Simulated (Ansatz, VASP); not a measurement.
**One calculation of ZnS, two programs**

Contents of INCAR:

```
PREC     = Accurate       # precision mode
ENCUT    = 520            # plane-wave cutoff, eV
EDIFF    = 1E-6           # SCF threshold, eV
ISMEAR   = -1             # smearing method
SIGMA    = 0.02           # smearing width, eV
LREAL    = F              # projectors in reciprocal space
LASPH    = T              # aspherical terms in the spheres
NELM     = 100            # most SCF steps
ALGO     = Normal         # electronic algorithm
ISIF     = 2              # what is computed and relaxed
LWAVE    = F              # write WAVECAR
LCHARG   = F              # write CHGCAR
GGA      = PE             # functional
NBANDS   = 26             # bands
```

Contents of KPOINTS:

```
Automatic mesh
0
Gamma
  10 10 6
```

Contents of POSCAR:

```
ZnS
1.0
    3.8057964671      0.0000000000      0.0000000000
   -1.9028982335      3.2959164221      0.0000000000
    0.0000000000      0.0000000000      6.2379816300
Zn S
2 2
Direct
    0.3333333300      0.6666666700      0.0001396800
    0.6666666700      0.3333333300      0.5001396800
    0.3333333300      0.6666666700      0.3764634026
    0.6666666700      0.3333333300      0.8748603200
```

Input for Ansatz:

```yaml
crystal:
  lattice:
    - [3.8057964671, 0.0, 0.0]
    - [-1.9028982335, 3.2959164221, 0.0]
    - [0.0, 0.0, 6.23798163]
  atoms:
    - { symbol: Zn, position: [0.33333333, 0.66666667, 0.00013968] }
    - { symbol: Zn, position: [0.66666667, 0.33333333, 0.50013968] }
    - { symbol: S, position: [0.33333333, 0.66666667, 0.3764634026] }
    - { symbol: S, position: [0.66666667, 0.33333333, 0.87486032] }
hamiltonian:
  xc: pbe
  pseudopotentials:
    kind: all_electron
    lapw: { muffin_tin_radii: { S: 0.984, Zn: 1.074 } }
kpoints:
  mp_grid: { grid: [10, 10, 6] }
scf:
  occupations: { method: fermi_dirac, width: 0.02 }
  convergence: { dr2_threshold: 1.0e-09 }
output:
  eigenvalues: true
  forces: true
basis:
  ecutwfc: 400
```

Alike in both runs: task single point; functional PBE; k mesh 10 × 10 × 6; occupations fermi-dirac, width 0.02 eV; no spin polarisation.

|  | VASP | Ansatz |
| --- | --- | --- |
| version | VASP 6.6.1 | Ansatz 0.2.0 |
| potentials or method | VASP PAW PBE potentials, release 64 (Zn, S), cutoff 520 eV | all-electron LAPW, scalar-relativistic |

|  | VASP | Ansatz | Ansatz less VASP |
| --- | --- | --- | --- |
| gap on the k mesh at the Fermi level (eV) | 2.23 | 2.23 | -0.002 |
| least direct gap on the mesh (eV) | 2.23 | 2.23 | -0.002 |
| rms of the force components (eV/Å) | 0.035 | 0.035 | -0.0005 |

Atom by atom the forces differ by 0.001 eV/Å (rms over components). Ansatz ran all-electron here, and VASP with PAW potentials.
